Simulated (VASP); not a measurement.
**B16HN16 (a cell with a defect): relaxation of the atoms with PBE+D3(BJ)**

System: B16HN16 (a cell with a defect).

```
B N H
1.0
    -5.01223    2.89381    3.29488
     0.00000   -5.78762    3.29488
     5.01223    2.89381    3.29488
B N H
16 16 1
Direct
  0.25005 0.74239 0.99834
  0.49982 0.49261 0.99834
  0.75370 0.24643 0.00313
  0.99907 0.74238 0.24931
  0.00387 0.99627 0.00313
  0.26597 0.50513 0.26352
  0.49981 0.24163 0.24931
  0.76471 0.75728 0.51243
  0.75507 0.99764 0.25426
  0.99906 0.49260 0.49908
  0.25003 0.24163 0.49908
  0.50500 0.75070 0.75906
  0.51014 0.00383 0.50941
  0.76057 0.49945 0.75474
  0.00386 0.24643 0.75297
  0.25500 0.99764 0.75434
  0.58840 0.08020 0.33760
  0.83763 0.83097 0.33760
  0.07541 0.57193 0.32863
  0.33833 0.08020 0.58767
  0.32925 0.31472 0.33052
  0.59980 0.84286 0.60052
  0.83438 0.57865 0.58287
  0.08690 0.07936 0.83606
  0.08420 0.32677 0.58328
  0.33833 0.83098 0.83691
  0.59076 0.58246 0.83923
  0.83679 0.07936 0.08617
  0.83679 0.32947 0.83606
  0.08421 0.82658 0.08347
  0.32938 0.57194 0.07470
  0.58401 0.32677 0.08347
  0.40332 0.64310 0.40180
```

This cell differs from its parent crystal: with an interstitial atom.

```yaml
Program: VASP 6.6.1
Task: relaxation of the atoms
Functional: PBE
Dispersion: D3(BJ)
Potentials_or_basis: VASP PAW PBE potentials, release 64 (B, N, H)
Cutoff: 520 eV
k_mesh: 2 × 2 × 2, shifted
Occupations: gaussian, width 0.01 eV
Spin: no spin polarisation
Dipole_correction: no
Charge: -1
Further_INCAR_settings: LREAL = Auto; ALGO = Normal; EDIFF = 1e-06; IBRION = 2; EDIFFG = -0.025; NSW = 65; NELECT = 130.0
```

* Energy gained by relaxing: 25.8 meV/atom
* Ionic steps: 26
* Largest force after relaxing: 0.022 eV/Å
* Dispersion energy per atom: -0.142 eV

Forces on the atoms (eV/Å):
```
B   -0.010  0.002  0.007
B    0.014 -0.012 -0.002
B    0.000 -0.002 -0.002
B    0.009  0.015 -0.006
B   -0.002 -0.008  0.002
B   -0.015 -0.002 -0.006
B    0.010  0.003  0.002
B   -0.009  0.015  0.013
B    0.001  0.007 -0.009
B    0.002 -0.014 -0.006
B   -0.021 -0.003  0.001
B    0.004  0.002 -0.002
B   -0.002 -0.010  0.008
B   -0.007 -0.019 -0.001
B    0.003  0.008 -0.002
B   -0.003 -0.001  0.003
N   -0.010  0.003  0.009
N   -0.005 -0.012  0.010
N    0.005 -0.010 -0.012
N    0.008  0.001  0.008
N    0.016  0.004 -0.015
N    0.004 -0.002  0.004
N    0.011  0.011  0.005
N   -0.004 -0.003 -0.011
N   -0.002 -0.002  0.016
N    0.005  0.000  0.008
N   -0.010  0.009  0.015
N    0.005 -0.001 -0.011
N    0.007  0.007 -0.011
N    0.004  0.009  0.011
N   -0.004  0.003 -0.019
N   -0.005  0.006  0.010
H    0.003 -0.004 -0.016
```

The path:
```csv
step,energy change (eV),largest force (eV/Å),pressure (GPa)
1,0.0000,4.8527,5.99
2,0.5526,6.8372,7.81
3,-0.5999,1.5533,6.24
4,-0.1532,6.9562,6.04
5,-0.7261,0.9887,6.04
6,-0.7587,0.7494,5.55
7,-0.7685,0.5458,5.70
8,-0.8041,0.5367,5.42
9,-0.8042,0.5542,5.40
10,-0.8273,0.2863,5.13
11,-0.8275,0.2926,5.10
12,-0.8367,0.2621,4.98
13,-0.8367,0.2686,4.97
14,-0.8428,0.1481,4.94
15,-0.8441,0.1926,4.91
16,-0.8467,0.1199,4.87
17,-0.8468,0.0870,4.88
18,-0.8480,0.0929,4.88
19,-0.8480,0.0996,4.88
20,-0.8491,0.0471,4.88
21,-0.8492,0.0517,4.88
22,-0.8498,0.0412,4.87
23,-0.8499,0.0579,4.87
24,-0.8504,0.0323,4.86
25,-0.8505,0.0486,4.86
26,-0.8508,0.0224,4.85
```

Final structure:
```
B N H
1.0
    -5.01223    2.89381    3.29488
     0.00000   -5.78762    3.29488
     5.01223    2.89381    3.29488
B N H
16 16 1
Direct
  0.24710 0.73622 0.99416
  0.49400 0.48955 0.99418
  0.75412 0.24757 0.00437
  0.99508 0.73641 0.24643
  0.00509 0.99638 0.00430
  0.27942 0.52154 0.27867
  0.49369 0.23706 0.24608
  0.76479 0.75899 0.51573
  0.75587 0.99829 0.25554
  0.99508 0.48961 0.49321
  0.24679 0.23694 0.49281
  0.51657 0.75897 0.76405
  0.51638 0.00706 0.51562
  0.75591 0.49875 0.75510
  0.00508 0.24746 0.75319
  0.25611 0.99801 0.75488
  0.58854 0.07941 0.33826
  0.83721 0.83112 0.33842
  0.06754 0.56531 0.32214
  0.33892 0.07925 0.58765
  0.32237 0.30917 0.32153
  0.62020 0.86265 0.61942
  0.83732 0.58173 0.58799
  0.08815 0.08017 0.83701
  0.08130 0.32365 0.58030
  0.33912 0.83101 0.83632
  0.58866 0.58157 0.83634
  0.83795 0.08034 0.08750
  0.83801 0.33077 0.83716
  0.08141 0.82362 0.08059
  0.32293 0.56529 0.06670
  0.58127 0.32384 0.08065
  0.40164 0.64266 0.40065
```

Levels at points of the mesh, in eV from the Fermi level:
| k point | band 62 | band 63 | band 64 | band 65 | band 66 | band 67 | band 68 | band 69 |
| --- | --- | --- | --- | --- | --- | --- | --- | --- |
| (0.25, 0.25, 0.25) | -2.40 | -1.94 | -1.94 | -0.06 | 3.55 | 3.55 | 3.67 | 4.22 |

Run time: 9.2 min on 4 MPI ranks on Intel(R) Xeon(R) Platinum 8488C (Sapphire Rapids), on a shared host, peak memory 0.33 GiB a rank.

Caveat: the cell carries a net charge on a neutralising background, which shifts energy and pressure; the cell differs from its parent crystal (with an interstitial atom); the cell is charged against a uniform background, so pressure and absolute levels hang on convention.
